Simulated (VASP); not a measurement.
# Co (P6_3/mmc) in VASP: notebook, part 2 of 2

VASP 6.6.1. Earlier steps stand in the parts before.

## (3) Single point, RPBE, collinear spin, ferromagnetic start

This run uses another cell than the first one, of 11.22 Å³/atom.

Contents of INCAR:

```
PREC     = Accurate       # precision mode
ENCUT    = 520            # plane-wave cutoff, eV
EDIFF    = 1E-7           # SCF threshold, eV
ISMEAR   = -1             # smearing method
SIGMA    = 0.05           # smearing width, eV
LREAL    = F              # projectors in reciprocal space
LASPH    = T              # aspherical terms in the spheres
NELM     = 150            # most SCF steps
ALGO     = Normal         # electronic algorithm
ISIF     = 2              # what is computed and relaxed
LWAVE    = F              # write WAVECAR
LCHARG   = F              # write CHGCAR
ISPIN    = 2              # spin polarisation
MAGMOM   = 1.764 1.764 1.783 1.783 # initial moments
LORBIT   = 11             # projections on sites
LMAXMIX  = 4              # l up to which the mixer works
GGA      = RP             # functional
NBANDS   = 30             # bands
```

Contents of KPOINTS:

```
regular mesh
0
Gamma
  19 19 5
```

Contents of POSCAR:

```
Co
1.0
    2.5185296095      0.0000000000      0.0000000000
   -1.2592648048      2.1811106220      0.0000000000
    0.0000000000      0.0000000000      8.1716774884
Co
4
Direct
    0.0000000000      0.0000000000      0.0000000000
    0.0000000000      0.0000000000      0.5000000000
    0.3333333333      0.6666666667      0.2500000000
    0.6666666667      0.3333333333      0.7500000000
```

Potentials or basis: VASP PAW PBE potentials, release 64 (Co).

Started as:

```bash
> cat potpaw_PBE.64/Co/POTCAR > POTCAR
> mpirun -np 1 vasp_std > vasp.out
```

OUTCAR:

```text
PREC = Accurate
   ENCUT = 520
   EDIFF = 1E-7
   ISMEAR = -1
   LREAL = F
   LASPH = T
   NELM = 150
   ISIF = 2
   ISPIN = 2
   LORBIT = 11
   GGA = RP

 ion  position               nearest neighbor table
   1  0.000  0.000  0.000-   3 2.51   4 2.51   4 2.51   3 2.51   4 2.51   3 2.51
   2  0.000  0.000  0.500-   3 2.51   4 2.51   4 2.51   3 2.51   4 2.51   3 2.51
   3  0.333  0.667  0.250-   1 2.51   2 2.51   1 2.51   2 2.51   1 2.51   2 2.51
   4  0.667  0.333  0.750-   1 2.51   2 2.51   1 2.51   2 2.51   1 2.51   2 2.51

  LATTYP: Found a hexagonal cell.
 ALAT       =     2.5185296095
 C/A-ratio  =     3.2446223612

  Lattice vectors:

 A1 = (   2.5185296095,   0.0000000000,   0.0000000000)
 A2 = (  -1.2592648048,   2.1811106220,   0.0000000000)
 A3 = (   0.0000000000,   0.0000000000,   8.1716774884)

Analysis of symmetry for initial positions (statically):
=====================================================================
 Subroutine PRICEL returns:
 Original cell was already a primitive cell.

 Routine SETGRP: Setting up the symmetry group for a
 hexagonal supercell.

 Subroutine GETGRP returns: Found 24 space group operations
 (whereof 12 operations were pure point group operations)
 out of a pool of 24 trial point group operations.

The static configuration has the point symmetry D_3d.
 The point group associated with its full space group is D_6h.

Analysis of symmetry for dynamics (positions and initial velocities):
=====================================================================
 Subroutine PRICEL returns:
 Original cell was already a primitive cell.

 Routine SETGRP: Setting up the symmetry group for a
 hexagonal supercell.

 Subroutine GETGRP returns: Found 24 space group operations
 (whereof 12 operations were pure point group operations)
 out of a pool of 24 trial point group operations.

The dynamic configuration has the point symmetry D_3d.
 The point group associated with its full space group is D_6h.

Analysis of structural, dynamic, and magnetic symmetry:
=====================================================================
 Subroutine PRICEL returns:
 Original cell was already a primitive cell.

 Routine SETGRP: Setting up the symmetry group for a
 hexagonal supercell.

 Subroutine GETGRP returns: Found 24 space group operations
 (whereof 12 operations were pure point group operations)
 out of a pool of 24 trial point group operations.

The overall configuration has the point symmetry D_3d.
 The point group associated with its full space group is D_6h.

 Subroutine INISYM returns: Found 24 space group operations
 (whereof 12 operations are pure point group operations),
 and found     1 'primitive' translations

----------------------------------------------------------------------------------------

                                     Primitive cell

  volume of cell :      44.8886

  direct lattice vectors                    reciprocal lattice vectors
     2.518529609  0.000000000  0.000000000     0.397057075  0.229241009  0.000000000
    -1.259264805  2.181110622  0.000000000     0.000000000  0.458482018  0.000000000
     0.000000000  0.000000000  8.171677488     0.000000000  0.000000000  0.122373895

  length of vectors
     2.518529609  2.518529610  8.171677488     0.458482018  0.458482018  0.122373895

[... 84 lines left out ...]
   EDIFF  = 0.1E-06   stopping-criterion for ELM
   LREAL  =      F    real-space projection
   EDIFFG = 0.1E-05   stopping-criterion for IOM
   NSW    =      0    number of steps for IOM
   IBRION =     -1    ionic relax: 0-MD 1-quasi-New 2-CG
   NFREE  =      0    steps in history (QN), initial steepest desc. (CG)
   ISIF   =      2    stress and relaxation
   ISYM   =      2    0-nonsym 1-usesym 2-fastsym
   POTIM  = 0.5000    time-step for ionic-motion
   TEBEG  =    0.0;   TEEND  =   0.0 temperature during run
   PSTRESS=    0.0 pullay stress
   NELECT =      36.0000    total number of electrons
   NUPDOWN=      -1.0000    fix difference up-down
   EMIN   =  10.00;   EMAX   =-10.00  energy-range for DOS
   EFERMI =   0.00;   METHOD = LEGACY
   ISMEAR =    -1;   SIGMA  =   0.05  broadening in eV -4-tet -1-fermi 0-gaus
   EFERMI_NEDOS =   21; number of points for ismear=-14 and -15
   IALGO  =     38    algorithm
   IMIX   =      4    mixing-type and parameters
     AMIX     =   0.40;   BMIX     =  1.00
     AMIX_MAG =   1.60;   BMIX_MAG =  1.00
  volume/ion in A,a.u.               =      11.22        75.73
  Fermi-wavevector in a.u.,A,eV,Ry     =   1.521004  2.874281 31.476439  2.313453
  Thomas-Fermi vector in A             =   2.629778
   LORBIT       =     11    0 simple, 1 ext, 2 COOP (PROOUT), +10 PAW based schemes
   GGA     = RP    functional components
   LHFCALC =     F    Hartree Fock is set to
   AEXX    =    0.0000 exact exchange contribution
   IVDW    =     0    specifies the selected vdW correction
   LEPSILON=     F    determine dielectric tensor
   LRPA    =     F    only Hartree local field effects (RPA)
 spin polarized calculation
  energy-cutoff  :      520.00
  volume of cell :       44.89
 maximum number of plane-waves:      1224
 NGX is ok and might be reduce to    20
   NGX =  9   NGY =  9   NGZ = 31

 number of electron      36.0000018 magnetization       6.6414933

 Free energy of the ion-electron system (eV)
  ---------------------------------------------------
  ext. energy  EPLUGINS =         0.00000000
  ---------------------------------------------------
  free energy    TOTEN  =       -26.06163736 eV

  energy without entropy =      -26.03158082  energy(sigma->0) =      -26.04660909

 E-fermi :  10.0045     XC(G=0): -13.0946

 val. band max:       10.0023553405   @ k =   0.2632   0.0000   0.0000
 cond. band min:      10.0153405564   @ k =   0.3158   0.0526   0.0000
 fundamental gap:      0.0129852159
 Fermi energy:        10.0045483991

 spin component 1

 k-point     1 :       0.0000    0.0000    0.0000
  band No.  band energies     occupation
      1       1.2436      1.00000
      2       3.4133      1.00000
      3       3.4378      1.00000
      4       4.9528      1.00000
      5       7.0270      1.00000
      6       7.0537      1.00000
[... 781 lines left out ...]
     29      23.0329      0.00000
     30      25.2478      0.00000

 [... further k-points ...]

 spin component 2

 k-point     1 :       0.0000    0.0000    0.0000
  band No.  band energies     occupation
      1       1.1823      1.00000
      2       3.4374      1.00000
      3       3.4393      1.00000
      4       5.8961      1.00000
      5       8.4154      1.00000
      6       8.4849      1.00000
[... 781 lines left out ...]
     29      23.3037      0.00000
     30      25.5105      0.00000

 [... further k-points ...]

------------------------ aborting loop because EDIFF is reached ----------------------------------------

  FORCE on cell =-STRESS in cart. coord.  units (eV):
  Direction    XX          YY          ZZ          XY          YZ          ZX
  --------------------------------------------------------------------------------------
  -------------------------------------------------------------------------------------
  Total       -0.2368673     -0.2368673     -0.2388530      0.0000000      0.0000000     -0.0000000
  in kB       -8.4543395     -8.4543395     -8.5252146      0.0000000      0.0000000     -0.0000000
  external PRESSURE =      -8.4779645 kB  Pullay stress =       0.0000000 kB

 VOLUME and BASIS-vectors are now :
 -----------------------------------------------------------------------------
  energy-cutoff  :      520.00
  volume of cell :       44.89
      direct lattice vectors                 reciprocal lattice vectors
     2.518529609  0.000000000  0.000000000     0.397057075  0.229241009  0.000000000
    -1.259264805  2.181110622  0.000000000     0.000000000  0.458482018  0.000000000
     0.000000000  0.000000000  8.171677488     0.000000000  0.000000000  0.122373895

 POSITION                                       TOTAL-FORCE (eV/Angst)
 -----------------------------------------------------------------------------------
      0.00000      0.00000      0.00000        -0.000000      0.000000      0.000000
      0.00000      0.00000      4.08584        -0.000000      0.000000      0.000000
     -0.00000      1.45407      2.04292        -0.000000      0.000000     -0.000000
      1.25926      0.72704      6.12876         0.000000     -0.000000      0.000000
 -----------------------------------------------------------------------------------
    total drift:                                0.000000     -0.000000      0.000000

  FREE ENERGIE OF THE ION-ELECTRON SYSTEM (eV)
  ---------------------------------------------------
  free  energy   TOTEN  =       -26.0616373576 eV

  energy  without entropy=      -26.0315808164  energy(sigma->0) =      -26.04660909

 total charge

# of ion       s       p       d       tot
------------------------------------------
    1        0.478   0.495   7.238   8.211
    2        0.478   0.495   7.238   8.211
    3        0.478   0.497   7.232   8.207
    4        0.478   0.497   7.232   8.207
--------------------------------------------------
tot          1.912   1.984  28.940  32.836

 magnetization (x)

# of ion       s       p       d       tot
------------------------------------------
    1       -0.015  -0.056   1.753   1.683
    2       -0.015  -0.056   1.753   1.683
    3       -0.014  -0.057   1.769   1.698
    4       -0.014  -0.057   1.769   1.698
--------------------------------------------------
tot         -0.058  -0.226   7.044   6.760
```

It took 4.1 min on 1 thread of Intel Xeon Platinum 8488C (Sapphire Rapids), shared host; peak memory 0.34 GiB.

Results:

| Item | Value |
| --- | --- |
| Free energy | -26.0616 eV |
| Pressure | -0.8 GPa |
| Net moment | 6.64 μB per cell |
| Site moments | Co +1.68, +1.70 (each value once) μB |
| Valence electrons inside the program's atomic spheres | Co 8.21 |

Levels at points of the mesh, in eV from the Fermi level:
Spin up:
| k point | band 19 | band 20 | band 21 | band 22 | band 23 | band 24 |
| --- | --- | --- | --- | --- | --- | --- |
| (0.00, 0.00, 0.00) | -1.61 | -1.30 | -1.30 | -0.93 | -0.93 | -0.15 |
Spin down:
```csv
k point,band 11,band 12,band 13,band 14,band 15,band 16,band 17,band 18
"(0.00, 0.00, 0.00)",-1.01,-0.78,-0.78,-0.74,-0.74,-0.29,0.08,0.08
```

Caveat: the PAW data sets were made with another functional, which shifts forces and pressure a little.
